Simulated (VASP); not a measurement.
Set up this calculation in VASP 6.6.1, as the native input.

* Task: relaxation of cell and atoms
* Functional: PBEsol
* Potentials or basis: VASP PAW PBE potentials, release 64 (Mg, B)
* Cutoff: 600 eV
* k mesh: 16 × 16 × 12
* Occupations: fermi-dirac, width 0.1 eV
* Spin: no spin polarisation
* Target pressure: 7 GPa
* Dipole correction: no
* Further INCAR settings: ALGO = Normal; EDIFF = 1e-06; IBRION = 2; EDIFFG = -0.002; NSW = 100; ISIF = 3

The structure of MgB2 lies in POSCAR:

```
MgB2
1.0
    3.0645010570      0.0000000000      0.0000000000
   -1.5322505285      2.6539357653      0.0000000000
    0.0000000000      0.0000000000      3.4965793458
Mg B
1 2
Direct
    0.0000000000      0.0000000000      0.0000000000
    0.3333333333      0.6666666667      0.5000000000
    0.6666666667      0.3333333333      0.5000000000
```

The input as run:

INCAR

```
SYSTEM = MgB2
PREC = Accurate
ENCUT = 600
EDIFF = 1E-6
ISMEAR = -1
SIGMA = 0.1
LREAL = .False.
LASPH = .True.
NELM = 80
ALGO = Normal
ISIF = 3
LWAVE = .False.
LCHARG = .False.
GGA = PS
IBRION = 2
NSW = 100
EDIFFG = -0.002
PSTRESS = 70.0
```

KPOINTS

```
Automatic mesh
0
Gamma
  16 16 12
  0 0 0
```

Potentials or basis: VASP PAW PBE potentials, release 64 (Mg, B).

Launch:

```console
$ cat potpaw_PBE.64/Mg/POTCAR potpaw_PBE.64/B/POTCAR > POTCAR
$ mpirun -np 1 vasp_std > vasp.out
```

Results of the run:

```yaml
Relaxed_volume: 9.07 Å³/atom
Relaxed_cell: a = 3.030 Å, b = 3.030 Å, c = 3.423 Å, α = 90.00°, β = 90.00°, γ = 120.00°
Space_group_after_relaxing_to_0.1_Å: P6/mmm (No. 191)
Energy_change_on_relaxing_the_run_minimises_the_enthalpy: +8.6 meV/atom
Ionic_steps: 5
Pressure_after_relaxing: 7.0 GPa
Band_gap_on_the_k_mesh: zero (bands 4 and 5 overlap by 3.22 eV)
```

Caveat: the cell is relaxed towards a set pressure, so the run minimises the enthalpy, not the energy; the PAW data sets were made with another functional, which shifts forces and pressure a little.

It took 2.8 min on 1 thread of Intel Xeon 8259CL (shared host), peak memory 0.21 GiB.
